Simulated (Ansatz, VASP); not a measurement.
# Two plane-wave programs on Sr

File INCAR:

```
PREC = Accurate
ENCUT = 520
EDIFF = 1E-7
ISMEAR = 0
SIGMA = 0.15
LREAL = False
LASPH = True
NELM = 60
ALGO = Fast
ISIF = 2
LWAVE = False
LCHARG = False
GGA = PS
NBANDS = 17
```

The input KPOINTS:

```
Automatic mesh
0
Gamma
  12 12 8
```

File POSCAR:

```
Sr
1.0
    3.6842712999      0.0000000000      0.0000000000
   -1.8421356499      3.9898391125      0.0000000000
    0.0000000000      0.0000000000      7.0387962796
Sr
2
Direct
    0.3333333333      0.6666666667      0.2500000000
    0.6666666667      0.3333333333      0.7500000000
```

Input for Ansatz:

```yaml
crystal:
  lattice:
    - [3.6842712999, 0.0, 0.0]
    - [-1.8421356499, 3.9898391125, 0.0]
    - [0.0, 0.0, 7.0387962796]
  atoms:
    - { symbol: Sr, position: [0.3333333333, 0.6666666667, 0.25] }
    - { symbol: Sr, position: [0.6666666667, 0.3333333333, 0.75] }
basis:
  ecutwfc: 420
kpoints:
  mp_grid: { grid: [12, 12, 8] }
hamiltonian:
  xc: pbesol
  pseudopotentials: { kind: paw }
scf:
  occupations: { method: gaussian, width: 0.15 }
output:
  forces: true
  stress: true
  eigenvalues: true
```

Change from the starting cell: strain +e along x and -e along y -0.1100, strain +e along z and -e/2 along x and y +0.0233.

Alike in both runs: task single point; functional PBEsol; k mesh 12 × 12 × 8; occupations gaussian, width 0.15 eV; no spin polarisation.

```csv
,VASP,Ansatz
version,VASP 6.6.1,Ansatz 0.2.0
potentials or method,"VASP PAW PBE potentials, release 64 (Sr_sv), cutoff 520 eV","scalar-relativistic, plane waves, PAW"
valence electrons in the cell,20,20
```

VASP gave:

- gap on the k mesh at the Fermi level (eV): none
- pressure (GPa): 0.4
- traceless stress, the component that is largest in VASP (GPa): 3.77
- rms of the force components (eV/Å): 0.102

Problem. Estimate Ansatz's values.

Solution. gap on the k mesh at the Fermi level (eV): none; pressure (GPa): 0.4; traceless stress, the component that is largest in VASP (GPa): 3.76; rms of the force components (eV/Å): 0.102.

VASP's potentials were made for PBE, not for PBEsol. Atom by atom the forces differ by 0.000 eV/Å (rms over components). A gap of «none» marks a metal or a gap that the smearing closes.
